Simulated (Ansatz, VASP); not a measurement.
## Fe: VASP beside Ansatz

```
Fe
1.0
    -1.44300    1.44300    1.44300
     1.44300   -1.44300    1.44300
     1.44300    1.44300   -1.44300
Fe
1
Direct
  0.00000 0.00000 0.00000
```

Alike in both runs: task relaxation of cell and atoms; functional PBEsol; k mesh 13 × 13 × 13; occupations fermi-dirac, width 0.05 eV; collinear spin.

```csv
,VASP,Ansatz
version,VASP 6.6.1,Ansatz 0.2.0
potentials or method,"VASP PAW PBE potentials, release 64 (Fe), cutoff 600 eV","all-electron LAPW, scalar-relativistic"
```

Ansatz gave:

```
net moment per atom (μB)                                        : 2.05
size of the moment on the site where the two differ most (μB)   : 2.10
relaxed volume (Å³/atom)                                        : 10.79
relaxed length of the cell vector where the two differ most in proportion (Å) : 2.411
```

Which values does VASP return?

net moment per atom (μB): 2.07; size of the moment on the site where the two differ most (μB): 2.05; relaxed volume (Å³/atom): 10.80; relaxed length of the cell vector where the two differ most in proportion (Å): 2.412.

VASP's potentials were made for PBE, not for PBEsol. Site moments also hang on the region over which each program counts them. Ansatz ran all-electron here, and VASP with PAW potentials.
